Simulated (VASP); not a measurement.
A run of VASP 6.6.1 is set up as follows.

File INCAR:

```
SYSTEM = Ga2AsN
PREC     = Accurate       ! precision mode
ENCUT    = 520            ! plane-wave cutoff, eV
EDIFF    = 1E-6           ! SCF threshold, eV
ISMEAR   = 1              ! smearing method
SIGMA    = 0.2            ! smearing width, eV
LREAL    = .False.        ! projectors in reciprocal space
LASPH    = .True.         ! aspherical terms in the spheres
NELM     = 60             ! most SCF steps
ALGO     = Normal         ! electronic algorithm
ISIF     = 2              ! what is computed and relaxed
LWAVE    = .False.        ! write WAVECAR
LCHARG   = .True.         ! write CHGCAR
GGA      = PE             ! functional
LELF     = .True.         ! ELF
LVHAR    = .True.       
NBANDS   = 26             ! bands
```

KPOINTS

```
Automatic mesh
0
Gamma
  6 6 6
  0 0 0
```

Contents of POSCAR:

```
Ga2AsN
1.0
    1.6465440788      0.9506326671      5.9542264271
   -1.6465440788      0.9506326671      5.9542264271
    0.0000000000     -1.9012653343      5.9542264271
N As Ga
1 1 2
Direct
    1.0000000000      0.0000000000      0.0000000000
    0.5000000000      0.5000000000      0.5000000000
    0.2673231063      0.2673231063      0.2673231063
    0.7326768937      0.7326768937      0.7326768937
```

Potentials or basis: VASP PAW PBE potentials, release 64 (N, As, Ga_d).

The run is started by

```bash
$ cat potpaw_PBE.64/N/POTCAR potpaw_PBE.64/As/POTCAR potpaw_PBE.64/Ga_d/POTCAR > POTCAR
$ mpirun -np 1 vasp_std > vasp.out
```

(1) What does it give for the pressure?

(2) Predict the largest force.

Results:

(1) 4.7 GPa.

(2) 0.168 eV/Å.

Caveat: the k points lie up to 0.37 Å⁻¹ apart, too coarse for converged energies and pressures of a metal.
